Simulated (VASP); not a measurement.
# B2H6 in VASP: notebook

The runs below take B2H6 through single point, relaxation of the atoms, with PBE.

Program: VASP 6.6.1. These are calculated values, not measurements. Logs are shortened: lines on timing, memory, paths and dates and some standing lists are left out, and cuts for length are marked.

## Step 1: The cell of the first run

The cell holds a molecule in a box, 8 atoms: a = 14.000 Å, b = 14.500 Å, c = 15.000 Å, α = 90.00°, β = 90.00°, γ = 90.00°.

## Step 2: Single point, PBE

INCAR reads:

```
ALGO = Normal
EDIFF = 1E-6
ENCUT = 520
GGA = PE
ISIF = 2
ISMEAR = 0
ISYM = 0
LASPH = True
LCHARG = False
LREAL = False
LWAVE = False
NBANDS = 16
NELM = 100
PREC = Accurate
SIGMA = 0.005
```

KPOINTS reads:

```
k-points
0
Gamma
  1 1 1
```

POSCAR reads:

```
BH3
1.0
   14.0000000000      0.0000000000      0.0000000000
    0.0000000000     14.5000000000      0.0000000000
    0.0000000000      0.0000000000     15.0000000000
B H
2 6
Direct
    0.5629408398      0.4998436021      0.5002085491
    0.4375837662      0.5001766414      0.5001334465
    0.5002211811      0.4997871786      0.5658730803
    0.5003137772      0.5003692919      0.4344687513
    0.6047759613      0.5717381769      0.5005300691
    0.6043152222      0.4277016361      0.4999479597
    0.3961531548      0.5722922648      0.5003934734
    0.3957905695      0.4282573652      0.4998122576
```

Potentials or basis: VASP PAW PBE potentials, release 64 (B, H).

Started as:

```
> cat potpaw_PBE.64/B/POTCAR potpaw_PBE.64/H/POTCAR > POTCAR
> mpirun -np 1 vasp_gam > vasp.out
```

OUTCAR:

```text
EDIFF = 1E-6
   ENCUT = 520
   GGA = PE
   ISIF = 2
   ISMEAR = 0
   ISYM = 0
   LASPH = True
   LREAL = False
   NELM = 100
   PREC = Accurate

 ion  position               nearest neighbor table
   1  0.563  0.500  0.500-   6 1.20   5 1.20   3 1.32   4 1.32   2 1.76
   2  0.438  0.500  0.500-   8 1.20   7 1.20   3 1.32   4 1.32   1 1.76
   3  0.500  0.500  0.566-   1 1.32   2 1.32
   4  0.500  0.500  0.434-   1 1.32   2 1.32
   5  0.605  0.572  0.501-   1 1.20
   6  0.604  0.428  0.500-   1 1.20
   7  0.396  0.572  0.500-   2 1.20
   8  0.396  0.428  0.500-   2 1.20

IMPORTANT INFORMATION: All symmetrisations will be switched off!
NOSYMM: (Re-)initialisation of all symmetry stuff for point group C_1.

----------------------------------------------------------------------------------------

                                     Primitive cell

  volume of cell :    3045.0000

  direct lattice vectors                    reciprocal lattice vectors
    14.000000000  0.000000000  0.000000000     0.071428571  0.000000000  0.000000000
     0.000000000 14.500000000  0.000000000     0.000000000  0.068965517  0.000000000
     0.000000000  0.000000000 15.000000000     0.000000000  0.000000000  0.066666667

  length of vectors
    14.000000000 14.500000000 15.000000000     0.071428571  0.068965517  0.066666667

  position of ions in fractional coordinates (direct lattice)
     0.562940840  0.499843602  0.500208549
     0.437583766  0.500176641  0.500133447
     0.500221181  0.499787179  0.565873080
     0.500313777  0.500369292  0.434468751
     0.604775961  0.571738177  0.500530069
     0.604315222  0.427701636  0.499947960
     0.396153155  0.572292265  0.500393473
     0.395790570  0.428257365  0.499812258

  ion indices of the primitive-cell ions
   primitive index   ion index
                 1           1
                 2           2
                 3           3
                 4           4
                 5           5
                 6           6
                 7           7
                 8           8

----------------------------------------------------------------------------------------

 KPOINTS: k-points

Automatic generation of k-mesh.
 Grid dimensions read from file:
 generate k-points for:    1    1    1

 Generating k-lattice:
[... 39 lines left out ...]
   LREAL  =      F    real-space projection
   EDIFFG = 0.1E-04   stopping-criterion for IOM
   NSW    =      0    number of steps for IOM
   IBRION =     -1    ionic relax: 0-MD 1-quasi-New 2-CG
   NFREE  =      0    steps in history (QN), initial steepest desc. (CG)
   ISIF   =      2    stress and relaxation
   ISYM   =      0    0-nonsym 1-usesym 2-fastsym
   POTIM  = 0.5000    time-step for ionic-motion
   TEBEG  =    0.0;   TEEND  =   0.0 temperature during run
   PSTRESS=    0.0 pullay stress
   NELECT =      12.0000    total number of electrons
   NUPDOWN=      -1.0000    fix difference up-down
   EMIN   =  10.00;   EMAX   =-10.00  energy-range for DOS
   EFERMI =   0.00;   METHOD = LEGACY
   ISMEAR =     0;   SIGMA  =   0.01  broadening in eV -4-tet -1-fermi 0-gaus
   EFERMI_NEDOS =   21; number of points for ismear=-14 and -15
   IALGO  =     38    algorithm
   IMIX   =      4    mixing-type and parameters
     AMIX     =   0.40;   BMIX     =  1.00
     AMIX_MAG =   1.60;   BMIX_MAG =  1.00
  volume/ion in A,a.u.               =     380.62      2568.58
  Fermi-wavevector in a.u.,A,eV,Ry     =   0.258587  0.488658  0.909782  0.066867
  Thomas-Fermi vector in A             =   1.084319
   LORBIT       =      0    0 simple, 1 ext, 2 COOP (PROOUT), +10 PAW based schemes
   GGA     = PE    functional components
   LHFCALC =     F    Hartree Fock is set to
   AEXX    =    0.0000 exact exchange contribution
   IVDW    =     0    specifies the selected vdW correction
   LEPSILON=     F    determine dielectric tensor
   LRPA    =     F    only Hartree local field effects (RPA)
 non-spin polarized calculation
 Gauss-broadening in eV      SIGMA  =   0.01
  energy-cutoff  :      520.00
  volume of cell :     3045.00
 maximum number of plane-waves:     40942
 NGX is ok and might be reduce to   108
   NGX = 53   NGY = 53   NGZ = 55

 number of electron      11.9999999 magnetization

 Free energy of the ion-electron system (eV)
  ---------------------------------------------------
  ext. energy  EPLUGINS =         0.00000000
  ---------------------------------------------------
  free energy    TOTEN  =       -33.98347813 eV

  energy without entropy =      -33.98347813  energy(sigma->0) =      -33.98347813

 E-fermi :  -7.6690     XC(G=0):  -0.3698

 val. band max:       -7.7268346611   @ k =   0.0000   0.0000   0.0000
 cond. band min:      -1.9200799224   @ k =   0.0000   0.0000   0.0000
 fundamental gap:      5.8067547386
 Fermi energy:        -7.6689532336

 k-point     1 :       0.0000    0.0000    0.0000
  band No.  band energies     occupation
      1     -16.4752      2.00000
      2     -11.1000      2.00000
      3     -10.5779      2.00000
      4      -9.3139      2.00000
      5      -8.9600      2.00000
      6      -7.7268      2.00000
[... 8 lines left out ...]
     15       0.9180      0.00000
     16       1.1051      0.00000

------------------------ aborting loop because EDIFF is reached ----------------------------------------

  FORCE on cell =-STRESS in cart. coord.  units (eV):
  Direction    XX          YY          ZZ          XY          YZ          ZX
  --------------------------------------------------------------------------------------
  -------------------------------------------------------------------------------------
  Total       -0.0630193     -0.0771342     -0.0667709     -0.0001776      0.0004189     -0.0004102
  in kB       -0.0331586     -0.0405854     -0.0351326     -0.0000934      0.0002204     -0.0002159
  external PRESSURE =      -0.0362922 kB  Pullay stress =       0.0000000 kB

 VOLUME and BASIS-vectors are now :
 -----------------------------------------------------------------------------
  energy-cutoff  :      520.00
  volume of cell :     3045.00
      direct lattice vectors                 reciprocal lattice vectors
    14.000000000  0.000000000  0.000000000     0.071428571  0.000000000  0.000000000
     0.000000000 14.500000000  0.000000000     0.000000000  0.068965517  0.000000000
     0.000000000  0.000000000 15.000000000     0.000000000  0.000000000  0.066666667

 POSITION                                       TOTAL-FORCE (eV/Angst)
 -----------------------------------------------------------------------------------
      7.88117      7.24773      7.50313         0.000172      0.000706      0.000297
      6.12617      7.25256      7.50200        -0.000329      0.000800     -0.000471
      7.00310      7.24691      8.48810        -0.000976     -0.000699      0.010983
      7.00439      7.25535      6.51703        -0.000544     -0.001010     -0.010881
      8.46686      8.29020      7.50795         0.005343      0.007042      0.000034
      8.46041      6.20167      7.49922         0.004801     -0.006883     -0.000336
      5.54614      8.29824      7.50590        -0.004527      0.006483      0.000389
      5.54107      6.20973      7.49718        -0.003940     -0.006439     -0.000015
 -----------------------------------------------------------------------------------
    total drift:                               -0.000016      0.000011      0.000119

  FREE ENERGIE OF THE ION-ELECTRON SYSTEM (eV)
  ---------------------------------------------------
  free  energy   TOTEN  =       -33.9834781288 eV

  energy  without entropy=      -33.9834781288  energy(sigma->0) =      -33.98347813
```

Wall time 3.2 min (1 thread of Intel Xeon Platinum 8488C (Sapphire Rapids), shared host); peak memory 1.8 GiB.

Results:

* Free energy: -33.9835 eV
* Largest force: 0.011 eV/Å
* Gap between the frontier levels: 5.81 eV

Forces in eV/Å, atoms in the order of the input:
```
B    0.000  0.001  0.000
B    0.000  0.001  0.000
H   -0.001 -0.001  0.011
H   -0.001 -0.001 -0.011
H    0.005  0.007  0.000
H    0.005 -0.007  0.000
H   -0.005  0.006  0.000
H   -0.004 -0.006  0.000
```

Levels at points of the mesh, in eV from the valence-band top:
```tsv
k point	band 4	band 5	band 6	band 7	band 8	band 9
(0.00, 0.00, 0.00)	-1.59	-1.23	0.00	5.81	7.38	7.99
```

## Step 3: Relaxation of the atoms, PBE

INCAR reads:

```
PREC     = Accurate       # precision mode
ENCUT    = 520            # plane-wave cutoff, eV
EDIFF    = 1E-7           # SCF threshold, eV
ISMEAR   = 0              # smearing method
SIGMA    = 0.005          # smearing width, eV
LREAL    = False          # projectors in reciprocal space
LASPH    = True           # aspherical terms in the spheres
NELM     = 80             # most SCF steps
ALGO     = Normal         # electronic algorithm
ISIF     = 2              # what is computed and relaxed
LWAVE    = False          # write WAVECAR
LCHARG   = False          # write CHGCAR
GGA      = PE             # functional
IBRION   = 2              # ionic algorithm
NSW      = 100            # ionic steps
EDIFFG   = -0.01          # ionic threshold
ISYM     = 0
```

KPOINTS reads:

```
regular mesh
0
Gamma
  1 1 1
```

POSCAR reads:

```
BH3
1.0
   14.0000000000      0.0000000000      0.0000000000
    0.0000000000     14.5000000000      0.0000000000
    0.0000000000      0.0000000000     15.0000000000
B H
2 6
Direct
    0.5641174622      0.4994365863      0.5002282527
    0.4364765236      0.5004553201      0.4990460081
    0.5013463668      0.4993335170      0.5661263933
    0.4999219510      0.5008668375      0.4338736067
    0.6041554889      0.5713177601      0.5013362135
    0.6036001503      0.4280154333      0.4999951283
    0.3958445111      0.5719845667      0.4998466211
    0.3966320182      0.4287561360      0.5009153634
```

Potentials or basis: VASP PAW PBE potentials, release 64 (B, H).

Started as:

```
> cat potpaw_PBE.64/B/POTCAR potpaw_PBE.64/H/POTCAR > POTCAR
> mpirun -np 1 vasp_gam > vasp.out
```

Run time: 24 min. Hardware: 1 thread of Intel Xeon Platinum 8488C (Sapphire Rapids), shared host; peak memory 1.8 GiB.

It converged, with:

```
Free energy                     : -33.9835 eV
Energy gained by relaxing       : 3.5 meV/atom
Ionic steps                     : 14
Largest force after relaxing    : 0.010 eV/Å
Gap between the frontier levels : 5.80 eV
```

Forces on the atoms (eV/Å):
```
B   -0.001 -0.004 -0.005
B    0.004 -0.003  0.001
H    0.002  0.002 -0.003
H   -0.001 -0.003  0.002
H   -0.004  0.003 -0.001
H    0.002 -0.004  0.007
H   -0.004  0.002  0.006
H    0.002  0.007 -0.007
```

Step by step:
```
step  energy change (eV)  largest force (eV/Å)  pressure (GPa)
   1              0.0000                0.9012            0.01
   2              0.0166                1.3811           -0.01
   3             -0.0251                0.1973            0.00
   4             -0.0272                0.1259            0.00
   5             -0.0272                0.1148            0.00
   6             -0.0275                0.1090            0.00
   7             -0.0276                0.0482            0.00
   8             -0.0280                0.0417            0.00
   9             -0.0281                0.0511            0.00
  10             -0.0283                0.0366            0.00
  11             -0.0283                0.0335            0.00
  12             -0.0283                0.0313           -0.01
  13             -0.0283                0.0199           -0.01
  14             -0.0283                0.0099           -0.01
```

Final structure:
```
B H
1.0
    14.00000    0.00000    0.00000
     0.00000   14.50000    0.00000
     0.00000    0.00000   15.00000
B H
2 6
Cartesian
  7.8812 7.2481 7.5036
  6.1257 7.2523 7.5019
  7.0025 7.2482 8.4891
  7.0044 7.2578 6.5165
  8.4697 8.2894 7.5092
  8.4591 6.2011 7.4972
  5.5445 8.2975 7.5034
  5.5421 6.2079 7.4996
```

Levels at points of the mesh, in eV from the valence-band top:
```
           k point  band 4  band 5  band 6  band 7  band 8  band 9
(0.00, 0.00, 0.00)   -1.59   -1.23    0.00    5.80    7.38    7.99
```
